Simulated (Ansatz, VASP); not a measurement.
**Li2CdCuC6N6 in VASP and in Ansatz**

Contents of INCAR:

```
ALGO = Normal
EDIFF = 1E-6
ENCUT = 520
GGA = PE
ISIF = 2
ISMEAR = 0
ISPIN = 2
LASPH = T
LCHARG = F
LMAXMIX = 4
LORBIT = 11
LREAL = Auto
LWAVE = F
MAGMOM = 0 0 0 1 0 0 0 0 0 0 0 0 0 0 0 0
NBANDS = 60
NELM = 150
PREC = Accurate
SIGMA = 0.1
```

Contents of KPOINTS:

```
k-points
0
Gamma
  4 4 4
```

Contents of POSCAR:

```
Li2CdCuC6N6
1.0
    0.0000000000      5.1785000000      5.1785000000
    5.1785000000      0.0000000000      5.1785000000
    5.1785000000      5.1785000000      0.0000000000
Li Cd Cu C N
2 1 1 6 6
Direct
    0.2500000000      0.2500000000      0.2500000000
    0.7500000000      0.7500000000      0.7500000000
    0.0000000000      0.0000000000      0.0000000000
    0.5000000000      0.5000000000      0.5000000000
    0.8067973400      0.1932026600      0.1932026600
    0.1932026600      0.8067973400      0.1932026600
    0.1932026600      0.1932026600      0.8067973400
    0.1932026600      0.8067973400      0.8067973400
    0.8067973400      0.1932026600      0.8067973400
    0.8067973400      0.8067973400      0.1932026600
    0.6938302600      0.3061697400      0.3061697400
    0.3061697400      0.6938302600      0.3061697400
    0.3061697400      0.3061697400      0.6938302600
    0.3061697400      0.6938302600      0.6938302600
    0.6938302600      0.3061697400      0.6938302600
    0.6938302600      0.6938302600      0.3061697400
```

Input for Ansatz:

```yaml
crystal:
  lattice:
    - [0.0, 5.1785, 5.1785]
    - [5.1785, 0.0, 5.1785]
    - [5.1785, 5.1785, 0.0]
  atoms:
    - { symbol: Li, position: [0.25, 0.25, 0.25] }
    - { symbol: Li, position: [0.75, 0.75, 0.75] }
    - { symbol: Cd, position: [0.0, 0.0, 0.0] }
    - { symbol: Cu, position: [0.5, 0.5, 0.5], spin: 1.0 }
    - { symbol: C, position: [0.80679734, 0.19320266, 0.19320266] }
    - { symbol: C, position: [0.19320266, 0.80679734, 0.19320266] }
    - { symbol: C, position: [0.19320266, 0.19320266, 0.80679734] }
    - { symbol: C, position: [0.19320266, 0.80679734, 0.80679734] }
    - { symbol: C, position: [0.80679734, 0.19320266, 0.80679734] }
    - { symbol: C, position: [0.80679734, 0.80679734, 0.19320266] }
    - { symbol: "N", position: [0.69383026, 0.30616974, 0.30616974] }
    - { symbol: "N", position: [0.30616974, 0.69383026, 0.30616974] }
    - { symbol: "N", position: [0.30616974, 0.30616974, 0.69383026] }
    - { symbol: "N", position: [0.30616974, 0.69383026, 0.69383026] }
    - { symbol: "N", position: [0.69383026, 0.30616974, 0.69383026] }
    - { symbol: "N", position: [0.69383026, 0.69383026, 0.30616974] }
basis:
  ecutwfc: 420
kpoints:
  mp_grid: { grid: [4, 4, 4] }
hamiltonian:
  xc: pbe
scf:
  occupations: { method: gaussian, width: 0.1 }
  lower_state_search: "off"
output:
  forces: true
  stress: true
  eigenvalues: true
  populations: true
magnetization:
  spin_polarized: true
```

Alike in both runs: task single point; functional PBE; k mesh 4 × 4 × 4; occupations gaussian, width 0.1 eV; collinear spin.

```csv
,VASP,Ansatz
version,VASP 6.6.1,Ansatz 0.2.0
potentials or method,"VASP PAW PBE potentials, release 64 (Li_sv, Cd, Cu, C, N), cutoff 520 eV","scalar-relativistic, plane waves, PAW"
valence electrons in the cell,83,99
```

```csv
,VASP,Ansatz,Ansatz less VASP
gap on the k mesh at the Fermi level (eV),none,none,-
rms of the force components (eV/Å),1.625,1.720,+0.0944
net moment per atom (μB),0.06,0.06,0.000
size of the moment on the site where the two differ most (μB),0.03,0.01,-0.016
```

Site moments also hang on the region over which each program counts them. Atom by atom the forces differ by 0.153 eV/Å (rms over components). A gap of «none» marks a metal or a gap that the smearing closes. The functional is the same, so the differences come from potentials, cutoffs and numerics. VASP's potentials hold 83 valence electrons a cell and Ansatz's 99, so a difference there can come from the potentials and not from the codes.

Noted on VASP's run: the cutoff is short for stress, so the pressure is rough; the standard files for N, O and F lose accuracy on very short bonds.
